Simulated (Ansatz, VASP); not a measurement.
**NiO2 in VASP and in Ansatz**

File INCAR:

```
SYSTEM = NiO2
ALGO = Normal ; EDIFF = 1E-6
ENCUT = 700 ; GGA_COMPAT = .False.
ISIF = 2 ; ISMEAR = -1
ISPIN = 2 ; LASPH = .True.
LCHARG = .True. ; LDAU = .True.
LDAUJ = 0 0 ; LDAUL = 2 -1
LDAUPRINT = 1 ; LDAUTYPE = 2
LDAUU = 5 0 ; LELF = .True.
LMAXMIX = 4 ; LORBIT = 11
LREAL = .False. ; LVHAR = .True.
LWAVE = .False. ; MAGMOM = 1 0 0
NBANDS = 26 ; NELM = 200
PREC = Accurate ; SIGMA = 0.1
```

File KPOINTS:

```
k-points
0
Gamma
  3 3 3
  0 0 0
```

POSCAR

```
NiO2
1.0
    1.4021290000      0.8095195556      6.9742946667
   -1.4021290000      0.8095195556      6.9742946667
    0.0000000000     -1.6190391112      6.9742946667
Ni O
1 2
Direct
    0.0000000000      0.0000000000      0.0000000000
    0.6212106667      0.6212106667      0.6212106667
    0.3787893333      0.3787893333      0.3787893333
```

Input for Ansatz:

```yaml
crystal:
  lattice:
    a: 2.804258
    b: 2.804258
    c: 20.922884
    alpha: 90.0
    beta: 90.0
    gamma: 120.0
  space_group: 166
  atoms:
    - { symbol: Ni, position: [0.0, 0.0, 0.0] }
    - { symbol: O, position: [0.6666666666666666, 0.3333333333333333, 0.954544] }
  reduce_to_primitive: true
basis:
  ecutwfc: 517.016338673772
kpoints:
  mp_grid:
    grid: [3, 3, 3]
hamiltonian:
  xc: lda
  hubbard:
    - { species: Ni, l: d, u_eff: 5.0 }
magnetization:
  spin_polarized: true
  per_species:
    Ni: 1.0
scf:
  occupations:
    method: fermi_dirac
    width: 0.1
output:
  forces: true
  stress: true
```

Alike in both runs: task single point; functional LDA; k mesh 3 × 3 × 3; occupations fermi-dirac, width 0.1 eV; collinear spin; Hubbard terms Ni d U = 5.0 eV.

|  | VASP | Ansatz |
| --- | --- | --- |
| version | VASP 6.6.1 | Ansatz 0.2.0 |
| potentials or method | VASP PAW LDA potentials, release 64 (Ni_sv_GW, O), cutoff 700 eV | plane waves, PAW |
| valence electrons in the cell | 30 | 30 |

Ansatz gave:

- pressure (GPa): -7.5
- traceless stress, the component that is largest in VASP (GPa): 3.31
- rms of the force components (eV/Å): 0.306
- net moment per atom (μB): 0.00

Q: Which values does VASP return?

A: Pressure (GPa): -8.6; traceless stress, the component that is largest in VASP (GPa): 3.37; rms of the force components (eV/Å): 0.337; net moment per atom (μB): 0.00.

LDA's correlation is that of Perdew and Zunger in VASP and of Perdew and Wang (1992) in Ansatz. The programs project onto different local orbitals, so the same U acts differently, and such runs can settle in different states. Atom by atom the forces differ by 0.031 eV/Å (rms over components). Ansatz's warnings: seeded moment not kept.

The k mesh is coarse, so the values compare programs but aren't converged.
